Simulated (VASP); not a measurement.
Here is a VASP 6.6.1 calculation.

File INCAR:

```
  PREC = Accurate
  ENCUT = 520
  EDIFF = 1E-7
  ISMEAR = -1
  SIGMA = 0.08
  LREAL = False
  LASPH = True
  NELM = 100
  ALGO = Normal
  ISIF = 2
  LWAVE = False
  LCHARG = True
  LDIPOL = True
  IDIPOL = 3
  DIPOL = 0.5 0.5 0.500
  GGA = PE
  LELF = True
  LVHAR = True
  LVACPOTAV = True
  NBANDS = 18
```

KPOINTS

```
Automatic mesh
0
Gamma
  10 7 1
```

The input POSCAR:

```
Sb
1.0
    3.3884663829      0.0000000000      0.0000000000
    0.0000000000      4.7920151143      0.0000000000
    0.0000000000      0.0000000000     21.0827000000
Sb
4
Direct
    0.2500000000      0.2500000000      0.4099125997
    0.7500000000      0.7500000000      0.4478105265
    0.2500000000      0.2500000000      0.5521894750
    0.7500000000      0.7500000000      0.5900873984
```

Potentials or basis: VASP PAW PBE potentials, release 64 (Sb).

The run is started by

```console
$ cat potpaw_PBE.64/Sb/POTCAR > POTCAR
$ mpirun -np 1 vasp_std > vasp.out
```

(1) What does it give for the band gap on the k mesh?

(2) Predict the largest force.

## Answers

(1) zero (bands 10 and 11 overlap by 2.29 eV).

(2) 0.014 eV/Å.

Caveat: spin-orbit coupling is left out, which moves the levels of the heavy elements.
